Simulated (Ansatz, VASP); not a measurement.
# Pd: VASP beside Ansatz

File INCAR:

```
ALGO = Normal ; EDIFF = 1E-8
ENCUT = 520 ; GGA = PS
ISIF = 2 ; ISMEAR = -1
LASPH = True ; LCHARG = False
LEFG = True ; LREAL = False
LWAVE = False ; NBANDS = 11
NELM = 60 ; PREC = Accurate
SIGMA = 0.05
```

KPOINTS

```
k-points
0
Gamma
  18 18 18
```

Contents of POSCAR:

```
Pd
1.0
    0.0000000000      1.9830449783      1.9830449783
    1.9830449783      0.0000000000      1.9830449783
    1.9830449783      1.9830449783      0.0000000000
Pd
1
Direct
    0.0000000000      0.0000000000      0.0000000000
```

Input for Ansatz:

```yaml
crystal:
  lattice:
    - [0.0, 1.9830449783, 1.9830449783]
    - [1.9830449783, 0.0, 1.9830449783]
    - [1.9830449783, 1.9830449783, 0.0]
  atoms:
    - { symbol: Pd, position: [0.0, 0.0, 0.0] }
kpoints:
  mp_grid: { grid: [18, 18, 18] }
scf:
  occupations: { method: fermi_dirac, width: 0.05 }
hamiltonian:
  xc: pbesol
  pseudopotentials: { kind: all_electron, datasets: crystal }
output:
  forces: true
  stress: true
  eigenvalues: true
  efg: { contact_densities: true }
```

Change from the starting cell: volume scaled by 1.06, crystal datasets.

Alike in both runs: task electric field gradients; functional PBEsol; k mesh 18 × 18 × 18; occupations fermi-dirac, width 0.05 eV; no spin polarisation.

```csv
,VASP,Ansatz
version,VASP 6.6.1,Ansatz 0.2.0
potentials or method,"VASP PAW PBE potentials, release 64 (Pd), cutoff 520 eV","all-electron PAW with datasets made for the crystal, scalar-relativistic"
```

|  | VASP | Ansatz | Ansatz less VASP |
| --- | --- | --- | --- |
| pressure (GPa) | -12.0 | -11.8 | +0.19 |

VASP's potentials were made for PBE, not for PBEsol. Ansatz ran all-electron here, and VASP with PAW potentials.
